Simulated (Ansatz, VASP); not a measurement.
# Si2Mo in VASP and in Ansatz

```
Si Mo
1.0
    -1.58926    1.58926    3.90412
     1.58926   -1.58926    3.90412
     1.58926    1.58926   -3.90412
Si Mo
2 1
Direct
  0.33300 0.33300 0.00000
  0.66700 0.66700 0.00000
  0.00000 0.00000 0.00000
```

Change from the starting cell: volume scaled by 0.98.

Alike in both runs: task single point; functional PBEsol; k mesh 16 × 16 × 16; occupations fermi-dirac, width 0.08 eV; no spin polarisation.

```csv
,VASP,Ansatz
version,VASP 6.6.1,Ansatz 0.2.0
potentials or method,"VASP PAW PBE potentials, release 64 (Si, Mo_sv), cutoff 520 eV","all-electron LAPW, scalar-relativistic"
```

```tsv
	VASP	Ansatz	Ansatz less VASP
pressure (GPa)	2.1	1.8	-0.36
traceless stress, the component that is largest in VASP (GPa)	-0.43	-0.44	-0.016
rms of the force components (eV/Å)	0.138	0.139	+0.0019
```

VASP's potentials were made for PBE, not for PBEsol. Atom by atom the forces differ by 0.002 eV/Å (rms over components). Ansatz ran all-electron here, and VASP with PAW potentials.
